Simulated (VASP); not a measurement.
# Mg7CuO8 (a cell with a defect) in VASP: notebook

The runs below take Mg7CuO8 (a cell with a defect) through single point, with PBE.

Everything below comes from runs of VASP 6.6.1. Logs are shortened: lines on timing, memory, paths and dates and some standing lists are left out, and cuts for length are marked.

## (1) The cell of the first run

The cell holds a defect, 16 atoms: a = 6.159 Å, b = 6.159 Å, c = 6.159 Å, α = 60.00°, β = 60.00°, γ = 60.00°.

## (2) Single point, PBE, collinear spin, ferromagnetic start

INCAR reads:

```
SYSTEM = Mg7CuO8
  ALGO = Normal
  EDIFF = 1E-6
  ENCUT = 520
  GGA = PE
  ISIF = 2
  ISMEAR = -1
  ISPIN = 2
  LASPH = .TRUE.
  LCHARG = .TRUE.
  LELF = .TRUE.
  LMAXMIX = 4
  LORBIT = 11
  LREAL = Auto
  LVHAR = .TRUE.
  LWAVE = .FALSE.
  MAGMOM = 0 0 0 0 0 0 0 1 0 0 0 0 0 0 0 0
  NBANDS = 54
  NELM = 150
  PREC = Accurate
  SIGMA = 0.01
```

KPOINTS reads:

```
k-points
0
G
  2 2 2
  0 0 0
```

POSCAR reads:

```
Mg7CuO8
1.0
    0.0000000000      4.3554000000      4.3554000000
    4.3554000000      0.0000000000      4.3554000000
    4.3554000000      4.3554000000      0.0000000000
Mg Cu O
7 1 8
Direct
    0.0000000000      0.0000000000      0.0000000000
    0.0000000000      0.0000000000      0.5000000000
    0.0000000000      0.5000000000      0.0000000000
    0.0000000000      0.5000000000      0.5000000000
    0.5000000000      0.0000000000      0.5000000000
    0.5000000000      0.5000000000      0.0000000000
    0.5000000000      0.5000000000      0.5000000000
    0.5000000000      0.0000000000      0.0000000000
    0.2500000000      0.2500000000      0.2500000000
    0.2500000000      0.2500000000      0.7500000000
    0.2500000000      0.7500000000      0.2500000000
    0.2500000000      0.7500000000      0.7500000000
    0.7500000000      0.2500000000      0.2500000000
    0.7500000000      0.2500000000      0.7500000000
    0.7500000000      0.7500000000      0.2500000000
    0.7500000000      0.7500000000      0.7500000000
```

Potentials or basis: VASP PAW PBE potentials, release 64 (Mg, Cu, O).

Launch:

```sh
cat potpaw_PBE.64/Mg/POTCAR potpaw_PBE.64/Cu/POTCAR potpaw_PBE.64/O/POTCAR > POTCAR
mpirun -np 1 vasp_std > vasp.out
```

OUTCAR:

```text
SYSTEM = Mg7CuO8
   EDIFF = 1E-6
   ENCUT = 520
   GGA = PE
   ISIF = 2
   ISMEAR = -1
   ISPIN = 2
   LASPH = .TRUE.
   LORBIT = 11
   LREAL = Auto
   NELM = 150
   PREC = Accurate

 ion  position               nearest neighbor table
   1  0.000  0.000  0.000-  10 2.18  11 2.18  12 2.18  13 2.18  14 2.18  15 2.18   2 3.08   3 3.08
                             8 3.08   2 3.08   4 3.08   5 3.08   3 3.08   4 3.08   6 3.08   5 3.08
   2  0.000  0.000  0.500-   9 2.18  11 2.18  12 2.18  13 2.18  14 2.18  16 2.18   1 3.08   4 3.08
                             5 3.08   1 3.08   3 3.08   8 3.08   3 3.08   4 3.08   7 3.08   5 3.08
   3  0.000  0.500  0.000-   9 2.18  10 2.18  12 2.18  13 2.18  15 2.18  16 2.18   1 3.08   4 3.08
                             6 3.08   2 3.08   4 3.08   7 3.08   1 3.08   2 3.08   8 3.08   6 3.08
   4  0.000  0.500  0.500-   9 2.18  10 2.18  11 2.18  14 2.18  15 2.18  16 2.18   2 3.08   3 3.08
                             7 3.08   1 3.08   3 3.08   6 3.08   1 3.08   2 3.08   5 3.08   5 3.08
   5  0.500  0.000  0.500-   9 2.18  10 2.18  12 2.18  13 2.18  15 2.18  16 2.18   2 3.08   7 3.08
                             8 3.08   1 3.08   6 3.08   8 3.08   4 3.08   6 3.08   7 3.08   1 3.08
   6  0.500  0.500  0.000-   9 2.18  11 2.18  12 2.18  13 2.18  14 2.18  16 2.18   3 3.08   7 3.08
                             8 3.08   4 3.08   5 3.08   7 3.08   1 3.08   5 3.08   8 3.08   1 3.08
   7  0.500  0.500  0.500-  10 2.18  11 2.18  12 2.18  13 2.18  14 2.18  15 2.18   4 3.08   5 3.08
                             6 3.08   3 3.08   6 3.08   8 3.08   2 3.08   5 3.08   8 3.08   2 3.08
   8  0.500  0.000  0.000-   9 2.18  10 2.18  11 2.18  14 2.18  15 2.18  16 2.18   1 3.08   5 3.08
                             6 3.08   2 3.08   5 3.08   7 3.08   3 3.08   6 3.08   7 3.08   1 3.08
   9  0.250  0.250  0.250-   2 2.18   3 2.18   4 2.18   5 2.18   6 2.18   8 2.18
  10  0.250  0.250  0.750-   1 2.18   3 2.18   4 2.18   5 2.18   7 2.18   8 2.18
  11  0.250  0.750  0.250-   1 2.18   2 2.18   4 2.18   6 2.18   7 2.18   8 2.18
  12  0.250  0.750  0.750-   1 2.18   2 2.18   3 2.18   5 2.18   6 2.18   7 2.18
  13  0.750  0.250  0.250-   1 2.18   2 2.18   3 2.18   5 2.18   6 2.18   7 2.18
  14  0.750  0.250  0.750-   1 2.18   2 2.18   4 2.18   6 2.18   7 2.18   8 2.18
  15  0.750  0.750  0.250-   1 2.18   3 2.18   4 2.18   5 2.18   7 2.18   8 2.18
  16  0.750  0.750  0.750-   2 2.18   3 2.18   4 2.18   5 2.18   6 2.18   8 2.18

  LATTYP: Found a face centered cubic cell.
 ALAT       =     8.7108000000

  Lattice vectors:

 A1 = (   0.0000000000,   4.3554000000,   4.3554000000)
 A2 = (   4.3554000000,   0.0000000000,   4.3554000000)
 A3 = (   4.3554000000,   4.3554000000,   0.0000000000)

Analysis of symmetry for initial positions (statically):
[... 6 lines left out ...]

 Subroutine GETGRP returns: Found 48 space group operations
 (whereof  8 operations were pure point group operations)
 out of a pool of 48 trial point group operations.

The static configuration has the point symmetry D_2h.
 The point group associated with its full space group is O_h .

Analysis of symmetry for dynamics (positions and initial velocities):
[... 6 lines left out ...]

 Subroutine GETGRP returns: Found 48 space group operations
 (whereof  8 operations were pure point group operations)
 out of a pool of 48 trial point group operations.

The dynamic configuration has the point symmetry D_2h.
 The point group associated with its full space group is O_h .

Analysis of structural, dynamic, and magnetic symmetry:
=====================================================================
 Subroutine PRICEL returns:
 Original cell was already a primitive cell.

 Routine SETGRP: Setting up the symmetry group for a
 face centered cubic supercell.

 Subroutine GETGRP returns: Found 48 space group operations
 (whereof  8 operations were pure point group operations)
 out of a pool of 48 trial point group operations.

The overall configuration has the point symmetry D_2h.
 The point group associated with its full space group is O_h .

 Subroutine INISYM returns: Found 48 space group operations
 (whereof  8 operations are pure point group operations),
 and found     1 'primitive' translations

----------------------------------------------------------------------------------------

                                     Primitive cell

  volume of cell :     165.2396

  direct lattice vectors                    reciprocal lattice vectors
     0.000000000  4.355400000  4.355400000    -0.114800018  0.114800018  0.114800018
     4.355400000  0.000000000  4.355400000     0.114800018 -0.114800018  0.114800018
     4.355400000  4.355400000  0.000000000     0.114800018  0.114800018 -0.114800018

  length of vectors
     6.159465750  6.159465750  6.159465750     0.198839465  0.198839465  0.198839465

  position of ions in fractional coordinates (direct lattice)
     0.000000000  0.000000000  0.000000000
[... 79 lines left out ...]
   LNONCOLLINEAR =      F non collinear calculations
   LSORBIT =      F    spin-orbit coupling
   LASPH  =      T    aspherical Exc in radial PAW
   ENCUT  =  520.0 eV  38.22 Ry    6.18 a.u.  11.45 11.45 11.45*2*pi/ulx,y,z
   NELM   =    150;   NELMIN=  2; NELMDL= -5     # of ELM steps
   EDIFF  = 0.1E-05   stopping-criterion for ELM
   LREAL  =      T    real-space projection
   EDIFFG = 0.1E-04   stopping-criterion for IOM
   NSW    =      0    number of steps for IOM
   IBRION =     -1    ionic relax: 0-MD 1-quasi-New 2-CG
   NFREE  =      0    steps in history (QN), initial steepest desc. (CG)
   ISIF   =      2    stress and relaxation
   ISYM   =      2    0-nonsym 1-usesym 2-fastsym
   POTIM  = 0.5000    time-step for ionic-motion
   TEBEG  =    0.0;   TEEND  =   0.0 temperature during run
   PSTRESS=    0.0 pullay stress
   NELECT =      73.0000    total number of electrons
   NUPDOWN=      -1.0000    fix difference up-down
   EMIN   =  10.00;   EMAX   =-10.00  energy-range for DOS
   EFERMI =   0.00;   METHOD = LEGACY
   ISMEAR =    -1;   SIGMA  =   0.01  broadening in eV -4-tet -1-fermi 0-gaus
   EFERMI_NEDOS =   21; number of points for ismear=-14 and -15
   IALGO  =     38    algorithm
   IMIX   =      4    mixing-type and parameters
     AMIX     =   0.40;   BMIX     =  1.00
     AMIX_MAG =   1.60;   BMIX_MAG =  1.00
  volume/ion in A,a.u.               =      10.33        69.69
  Fermi-wavevector in a.u.,A,eV,Ry     =   1.246841  2.356188 21.151787  1.554612
  Thomas-Fermi vector in A             =   2.381000
   LORBIT       =     11    0 simple, 1 ext, 2 COOP (PROOUT), +10 PAW based schemes
   GGA     = PE    functional components
   LHFCALC =     F    Hartree Fock is set to
   AEXX    =    0.0000 exact exchange contribution
   IVDW    =     0    specifies the selected vdW correction
   LEPSILON=     F    determine dielectric tensor
   LRPA    =     F    only Hartree local field effects (RPA)
 spin polarized calculation
  energy-cutoff  :      520.00
  volume of cell :      165.24
 maximum number of plane-waves:      4477
 NGX is ok and might be reduce to    48
   NGX = 23   NGY = 23   NGZ = 23

 number of electron      72.9999961 magnetization       0.9999768

 Free energy of the ion-electron system (eV)
  ---------------------------------------------------
  ext. energy  EPLUGINS =         0.00000000
  ---------------------------------------------------
  free energy    TOTEN  =       -92.16507583 eV

  energy without entropy =      -92.15846020  energy(sigma->0) =      -92.16176801

 E-fermi :   4.1340     XC(G=0): -10.7743

 val. band max:        4.1288965750   @ k =   0.5000   0.0000   0.0000
 cond. band min:       4.3383974955   @ k =   0.0000   0.0000   0.0000
 fundamental gap:      0.2095009205
 Fermi energy:         4.1339919754

 spin component 1

 k-point     1 :       0.0000    0.0000    0.0000
  band No.  band energies     occupation
      1     -14.2477      1.00000
      2     -13.2345      1.00000
      3     -13.2345      1.00000
      4     -13.2345      1.00000
      5     -13.0732      1.00000
      6     -13.0330      1.00000
[... 142 lines left out ...]
     47      13.5655      0.00000
     48      13.6136      0.00000
 Fermi energy:         4.1339919754

 spin component 2

 k-point     1 :       0.0000    0.0000    0.0000
  band No.  band energies     occupation
      1     -14.1714      1.00000
      2     -13.1246      1.00000
      3     -13.1246      1.00000
      4     -13.1246      1.00000
      5     -13.0754      1.00000
      6     -12.9186      1.00000
[... 142 lines left out ...]
     47      13.5679      0.00000
     48      13.6234      0.00000
 [bands above 48 left out]

------------------------ aborting loop because EDIFF is reached ----------------------------------------

  FORCE on cell =-STRESS in cart. coord.  units (eV):
  Direction    XX          YY          ZZ          XY          YZ          ZX
  --------------------------------------------------------------------------------------
  -------------------------------------------------------------------------------------
  Total       -9.8454550     -9.8454550     -9.8454550      0.0000000     -0.0000000      0.0000000
  in kB      -95.4623758    -95.4623758    -95.4623758      0.0000000     -0.0000000      0.0000000
  external PRESSURE =     -95.4623758 kB  Pullay stress =       0.0000000 kB

 VOLUME and BASIS-vectors are now :
 -----------------------------------------------------------------------------
  energy-cutoff  :      520.00
  volume of cell :      165.24
      direct lattice vectors                 reciprocal lattice vectors
     0.000000000  4.355400000  4.355400000    -0.114800018  0.114800018  0.114800018
     4.355400000  0.000000000  4.355400000     0.114800018 -0.114800018  0.114800018
     4.355400000  4.355400000  0.000000000     0.114800018  0.114800018 -0.114800018

 POSITION                                       TOTAL-FORCE (eV/Angst)
 -----------------------------------------------------------------------------------
      0.00000      0.00000      0.00000         0.000000      0.000000     -0.000000
      2.17770      2.17770      0.00000         0.000000      0.000000     -0.000000
      2.17770      0.00000      2.17770         0.000000      0.000000      0.000000
      4.35540      2.17770      2.17770         0.000000      0.000000      0.000000
      2.17770      4.35540      2.17770         0.000000      0.000000     -0.000000
      2.17770      2.17770      4.35540         0.000000      0.000000      0.000000
[... 8 lines left out ...]
      4.35540      4.35540      6.53310         0.000000      0.413754      0.000000
      6.53310      6.53310      6.53310        -0.413754      0.000000      0.000000
 -----------------------------------------------------------------------------------
    total drift:                                0.000000      0.000000      0.000000

  FREE ENERGIE OF THE ION-ELECTRON SYSTEM (eV)
  ---------------------------------------------------
  free  energy   TOTEN  =       -92.1650758293 eV

  energy  without entropy=      -92.1584601987  energy(sigma->0) =      -92.16176801

 total charge

# of ion       s       p       d       tot
------------------------------------------
    1        0.134   0.148   0.062   0.344
    2        0.134   0.148   0.062   0.344
    3        0.134   0.148   0.062   0.344
    4        0.141   0.150   0.059   0.350
    5        0.134   0.148   0.062   0.344
    6        0.134   0.148   0.062   0.344
[... 8 lines left out ...]
   15        1.546   3.478   0.000   5.023
   16        1.546   3.478   0.000   5.023
--------------------------------------------------
tot         13.593  29.225   9.539  52.357

 magnetization (x)

# of ion       s       p       d       tot
------------------------------------------
    1       -0.000  -0.000  -0.000  -0.001
    2       -0.000  -0.000  -0.000  -0.001
    3       -0.000  -0.000  -0.000  -0.001
    4       -0.002   0.002   0.004   0.004
    5       -0.000  -0.000  -0.000  -0.001
    6       -0.000  -0.000  -0.000  -0.001
[... 8 lines left out ...]
   15        0.002   0.061   0.000   0.062
   16        0.002   0.061   0.000   0.062
--------------------------------------------------
tot          0.004   0.359   0.597   0.959
```

Run time: 1.7 min. Hardware: 1 thread of Intel Xeon 6975P-C (Granite Rapids), shared host; peak memory 0.4 GiB.

Results:

| Property | Result |
| --- | --- |
| Free energy | -92.1651 eV |
| Pressure | -9.5 GPa |
| Largest force | 0.414 eV/Å |
| Band gap on the k mesh | zero (filled and empty bands overlap) |
| Net moment | 1.00 μB per cell |
| Site moments | Mg -0.00, +0.00; Cu +0.59; O +0.06, -0.00 μB |
| Valence electrons inside the program's atomic spheres | Mg 0.34, 0.35; Cu 9.71; O 5.02, 5.05 |

Forces on the atoms (eV/Å):
```
Mg   0.000  0.000  0.000
Mg   0.000  0.000  0.000
Mg   0.000  0.000  0.000
Mg   0.000  0.000  0.000
Mg   0.000  0.000  0.000
Mg   0.000  0.000  0.000
Mg   0.000  0.000  0.000
Cu   0.000  0.000  0.000
O    0.414  0.000  0.000
O    0.000 -0.414  0.000
O    0.000  0.000 -0.414
O    0.000  0.000  0.000
O    0.000  0.000  0.000
O    0.000  0.000  0.414
O    0.000  0.414  0.000
O   -0.414  0.000  0.000
```

Caveat: the k points lie up to 0.62 Å⁻¹ apart; semilocal functionals often make such compounds metallic where correlation or magnetic order opens a gap, which also shifts bond lengths.

## (3) Single point, PBE, collinear spin, ferromagnetic start

INCAR reads:

```
SYSTEM = Mg7CuO8
PREC = Accurate
ENCUT = 520
EDIFF = 1E-6
ISMEAR = -1
SIGMA = 0.01
LREAL = Auto
LASPH = .TRUE.
NELM = 150
ALGO = Normal
ISIF = 2
LWAVE = .FALSE.
LCHARG = .FALSE.
ISPIN = 2
MAGMOM = 0 0 0 0 0 0 0 0.2 0 0 0 0 0 0 0 0
LORBIT = 11
LMAXMIX = 4
GGA = PE
NBANDS = 54
```

KPOINTS reads:

```
regular mesh
0
G
  2 2 2
  0 0 0
```

POSCAR is that of step 2.

Potentials or basis: VASP PAW PBE potentials, release 64 (Mg, Cu, O).

Launch:

```sh
cat potpaw_PBE.64/Mg/POTCAR potpaw_PBE.64/Cu/POTCAR potpaw_PBE.64/O/POTCAR > POTCAR
mpirun -np 1 vasp_std > vasp.out
```

Wall time 97 s (1 thread of Intel Xeon 6975P-C (Granite Rapids), shared host); peak memory 0.4 GiB.

Results (log left out):

```yaml
Free_energy: -92.1651 eV
Pressure: -9.5 GPa
Largest_force: 0.414 eV/Å
Band_gap_on_the_k_mesh: zero (filled and empty bands overlap)
Net_moment: 1.00 μB per cell
Site_moments: Mg -0.00, +0.00; Cu +0.59; O +0.06, -0.00 μB
Valence_electrons_inside_the_program's_atomic_spheres: Mg 0.34, 0.35; Cu 9.71; O 5.02, 5.05
```

Forces in eV/Å, atoms in the order of the input:
```
Mg   0.000  0.000  0.000
Mg   0.000  0.000  0.000
Mg   0.000  0.000  0.000
Mg   0.000  0.000  0.000
Mg   0.000  0.000  0.000
Mg   0.000  0.000  0.000
Mg   0.000  0.000  0.000
Cu   0.000  0.000  0.000
O    0.414  0.000  0.000
O    0.000 -0.414  0.000
O    0.000  0.000 -0.414
O    0.000  0.000  0.000
O    0.000  0.000  0.000
O    0.000  0.000  0.414
O    0.000  0.414  0.000
O   -0.414  0.000  0.000
```

Levels at points of the mesh, in eV from the Fermi level:
Spin up:
| k point | band 33 | band 34 | band 35 | band 36 | band 37 | band 38 | band 39 | band 40 | band 41 | band 42 |
| --- | --- | --- | --- | --- | --- | --- | --- | --- | --- | --- |
| (0.00, 0.00, 0.00) | -1.59 | -1.59 | -1.59 | -0.51 | -0.51 | 2.08 | 5.71 | 5.71 | 5.71 | 5.83 |
| (0.50, 0.00, 0.00) | -1.87 | -1.65 | -1.65 | -0.72 | -0.72 | 4.44 | 4.63 | 7.03 | 7.42 | 7.45 |
| (0.50, 0.50, 0.00) | -2.05 | -1.59 | -1.59 | -1.44 | -0.51 | 5.21 | 5.56 | 6.84 | 7.00 | 7.00 |
Spin down:
```tsv
k point	band 32	band 33	band 34	band 35	band 36	band 37	band 38	band 39	band 40	band 41
(0.00, 0.00, 0.00)	-1.51	-1.48	-1.48	-1.48	0.20	0.20	2.11	5.72	5.72	5.72
(0.50, 0.00, 0.00)	-1.80	-1.59	-1.41	-1.41	-0.01	-0.01	4.50	4.66	7.09	7.43
(0.50, 0.50, 0.00)	-2.06	-1.71	-1.33	-1.33	-0.58	0.20	5.31	5.58	6.94	7.02
```

Caveat: the k points lie up to 0.62 Å⁻¹ apart; semilocal functionals often make such compounds metallic where correlation or magnetic order opens a gap, which also shifts bond lengths.

[end of part 1 of 2]
